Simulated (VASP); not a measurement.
# NaSiO3 (Pm-3m) in VASP: notebook

Runs on NaSiO3. Level: LDA. Tasks: single point.

All numbers are computed with VASP 6.6.1; they aren't measurements. Logs are shortened: lines on timing, memory, paths and dates and some standing lists are left out, and cuts for length are marked.

### Step 1. The cell of the first run

Symmetry: Pm-3m, No. 221, cubic system. The conventional cell has a = 3.561 Å, b = 3.561 Å, c = 3.561 Å, α = 90.00°, β = 90.00°, γ = 90.00°. Na (site symmetry m-3m) has 12 O at 2.52 Å and 8 Si at 3.08 Å within 3.3 Å. Si (site symmetry m-3m) has 6 O at 1.78 Å within 2.4 Å. Within 2.4 Å of O (site symmetry 4/mmm) lie 2 Si at 1.78 Å.

### Step 2. Single point, LDA

INCAR

```
SYSTEM = NaSiO3
  PREC = Accurate
  ENCUT = 600
  EDIFF = 1E-6
  ISMEAR = -1
  SIGMA = 0.1
  LREAL = .FALSE.
  LASPH = .TRUE.
  NELM = 120
  ALGO = Normal
  ISIF = 2
  LWAVE = .FALSE.
  LCHARG = .FALSE.
  NBANDS = 22
  GGA_COMPAT = .FALSE.
```

KPOINTS

```
Automatic mesh
0
G
  3 3 3
  0 0 0
```

POSCAR

```
NaSiO3
1.0
    3.5612510000      0.0000000000      0.0000000000
    0.0000000000      3.5612510000      0.0000000000
    0.0000000000      0.0000000000      3.5612510000
Na Si O
1 1 3
Direct
    0.0000000000      0.0000000000      0.0000000000
    0.5000000000      0.5000000000      0.5000000000
    0.5000000000      0.5000000000      0.0000000000
    0.5000000000      0.0000000000      0.5000000000
    0.0000000000      0.5000000000      0.5000000000
```

Potentials or basis: VASP PAW LDA potentials, release 64 (Na_pv, Si, O).

Started as:

```bash
$ cat potpaw_LDA.64/Na_pv/POTCAR potpaw_LDA.64/Si/POTCAR potpaw_LDA.64/O/POTCAR > POTCAR
$ mpirun -np 1 vasp_std > vasp.out
```

OUTCAR:

```text
SYSTEM = NaSiO3
   PREC = Accurate
   ENCUT = 600
   EDIFF = 1E-6
   ISMEAR = -1
   LREAL = .FALSE.
   LASPH = .TRUE.
   NELM = 120
   ISIF = 2

 ion  position               nearest neighbor table
   1  0.000  0.000  0.000-
   2  0.500  0.500  0.500-   3 1.78   4 1.78   5 1.78   3 1.78   4 1.78   5 1.78
   3  0.500  0.500  0.000-   2 1.78   2 1.78
   4  0.500  0.000  0.500-   2 1.78   2 1.78
   5  0.000  0.500  0.500-   2 1.78   2 1.78

  LATTYP: Found a simple cubic cell.
 ALAT       =     3.5612510000

  Lattice vectors:

 A1 = (   3.5612510000,   0.0000000000,   0.0000000000)
 A2 = (   0.0000000000,   3.5612510000,   0.0000000000)
 A3 = (   0.0000000000,   0.0000000000,   3.5612510000)

Analysis of symmetry for initial positions (statically):
=====================================================================
 Subroutine PRICEL returns:
 Original cell was already a primitive cell.

 Routine SETGRP: Setting up the symmetry group for a
 simple cubic supercell.

 Subroutine GETGRP returns: Found 48 space group operations
 (whereof 48 operations were pure point group operations)
 out of a pool of 48 trial point group operations.

The static configuration has the point symmetry O_h .

Analysis of symmetry for dynamics (positions and initial velocities):
=====================================================================
 Subroutine PRICEL returns:
 Original cell was already a primitive cell.

 Routine SETGRP: Setting up the symmetry group for a
 simple cubic supercell.

 Subroutine GETGRP returns: Found 48 space group operations
 (whereof 48 operations were pure point group operations)
 out of a pool of 48 trial point group operations.

The dynamic configuration has the point symmetry O_h .

 Subroutine INISYM returns: Found 48 space group operations
 (whereof 48 operations are pure point group operations),
 and found     1 'primitive' translations

----------------------------------------------------------------------------------------

                                     Primitive cell

  volume of cell :      45.1656

  direct lattice vectors                    reciprocal lattice vectors
     3.561251000  0.000000000  0.000000000     0.280800202  0.000000000  0.000000000
     0.000000000  3.561251000  0.000000000     0.000000000  0.280800202  0.000000000
     0.000000000  0.000000000  3.561251000     0.000000000  0.000000000  0.280800202

[... 67 lines left out ...]
   NELM   =    120;   NELMIN=  2; NELMDL= -5     # of ELM steps
   EDIFF  = 0.1E-05   stopping-criterion for ELM
   LREAL  =      F    real-space projection
   EDIFFG = 0.1E-04   stopping-criterion for IOM
   NSW    =      0    number of steps for IOM
   IBRION =     -1    ionic relax: 0-MD 1-quasi-New 2-CG
   NFREE  =      0    steps in history (QN), initial steepest desc. (CG)
   ISIF   =      2    stress and relaxation
   ISYM   =      2    0-nonsym 1-usesym 2-fastsym
   POTIM  = 0.5000    time-step for ionic-motion
   TEBEG  =    0.0;   TEEND  =   0.0 temperature during run
   PSTRESS=    0.0 pullay stress
   NELECT =      29.0000    total number of electrons
   NUPDOWN=      -1.0000    fix difference up-down
   EMIN   =  10.00;   EMAX   =-10.00  energy-range for DOS
   EFERMI =   0.00;   METHOD = LEGACY
   ISMEAR =    -1;   SIGMA  =   0.10  broadening in eV -4-tet -1-fermi 0-gaus
   EFERMI_NEDOS =   21; number of points for ismear=-14 and -15
   IALGO  =     38    algorithm
   IMIX   =      4    mixing-type and parameters
     AMIX     =   0.40;   BMIX     =  1.00
     AMIX_MAG =   1.60;   BMIX_MAG =  1.00
  volume/ion in A,a.u.               =       9.03        60.96
  Fermi-wavevector in a.u.,A,eV,Ry     =   1.412337  2.668929 27.139473  1.994695
  Thomas-Fermi vector in A             =   2.534096
   LORBIT       =      0    0 simple, 1 ext, 2 COOP (PROOUT), +10 PAW based schemes
   GGA     = CA    functional components
   LHFCALC =     F    Hartree Fock is set to
   AEXX    =    0.0000 exact exchange contribution
   IVDW    =     0    specifies the selected vdW correction
   LEPSILON=     F    determine dielectric tensor
   LRPA    =     F    only Hartree local field effects (RPA)
 non-spin polarized calculation
  energy-cutoff  :      600.00
  volume of cell :       45.17
 maximum number of plane-waves:      1510
   NGX = 15   NGY = 15   NGZ = 15

 number of electron      29.0000018 magnetization

 Free energy of the ion-electron system (eV)
  ---------------------------------------------------
  ext. energy  EPLUGINS =         0.00000000
  ---------------------------------------------------
  free energy    TOTEN  =       -35.06185201 eV

  energy without entropy =      -34.90556391  energy(sigma->0) =      -34.98370796

 E-fermi :   4.1991     XC(G=0): -11.8582

 val. band max:        4.1533709090   @ k =   0.3333   0.3333   0.0000
 cond. band min:       4.2810991444   @ k =   0.3333   0.3333   0.3333
 fundamental gap:      0.1277282354
 Fermi energy:         4.1990914472

 k-point     1 :       0.0000    0.0000    0.0000
  band No.  band energies     occupation
      1     -16.7441      2.00000
      2     -16.7441      2.00000
      3     -16.7441      2.00000
      4     -15.8343      2.00000
      5     -12.0448      2.00000
      6     -12.0448      2.00000
[... 89 lines left out ...]
     21      18.7049      0.00000
     22      18.7135      0.00000

------------------------ aborting loop because EDIFF is reached ----------------------------------------

  FORCE on cell =-STRESS in cart. coord.  units (eV):
  Direction    XX          YY          ZZ          XY          YZ          ZX
  --------------------------------------------------------------------------------------
  -------------------------------------------------------------------------------------
  Total       -2.9743970     -2.9743970     -2.9743970     -0.0000000     -0.0000000      0.0000000
  in kB     -105.5119782   -105.5119782   -105.5119782     -0.0000000     -0.0000000      0.0000000
  external PRESSURE =    -105.5119782 kB  Pullay stress =       0.0000000 kB

 VOLUME and BASIS-vectors are now :
 -----------------------------------------------------------------------------
  energy-cutoff  :      600.00
  volume of cell :       45.17
      direct lattice vectors                 reciprocal lattice vectors
     3.561251000  0.000000000  0.000000000     0.280800202  0.000000000  0.000000000
     0.000000000  3.561251000  0.000000000     0.000000000  0.280800202  0.000000000
     0.000000000  0.000000000  3.561251000     0.000000000  0.000000000  0.280800202

 POSITION                                       TOTAL-FORCE (eV/Angst)
 -----------------------------------------------------------------------------------
      0.00000      0.00000      0.00000         0.000000      0.000000      0.000000
      1.78063      1.78063      1.78063         0.000000      0.000000      0.000000
      1.78063      1.78063      0.00000         0.000000      0.000000      0.000000
      1.78063      0.00000      1.78063         0.000000      0.000000      0.000000
      0.00000      1.78063      1.78063         0.000000      0.000000      0.000000
 -----------------------------------------------------------------------------------
    total drift:                                0.000000      0.000000      0.000000

  FREE ENERGIE OF THE ION-ELECTRON SYSTEM (eV)
  ---------------------------------------------------
  free  energy   TOTEN  =       -35.0618520146 eV

  energy  without entropy=      -34.9055639105  energy(sigma->0) =      -34.98370796
```

Run time: 3.8 s. Hardware: 1 thread of Intel Xeon Platinum 8259CL at 2.50GHz (Skylake/Cascade Lake), shared host; peak memory 0.13 GiB.

What came out:

```
Free energy            : -35.0619 eV
Pressure               : -10.6 GPa
Band gap on the k mesh : zero (an odd number of electrons rules out a gap without spin polarisation)
```

Caveat: the k points lie up to 0.59 Å⁻¹ apart, too coarse for converged energies and pressures of a metal; an odd number of electrons without spin polarisation forces a metal; a magnetic or distorted state may lie lower.

(Part 1 of 2 ends here.)
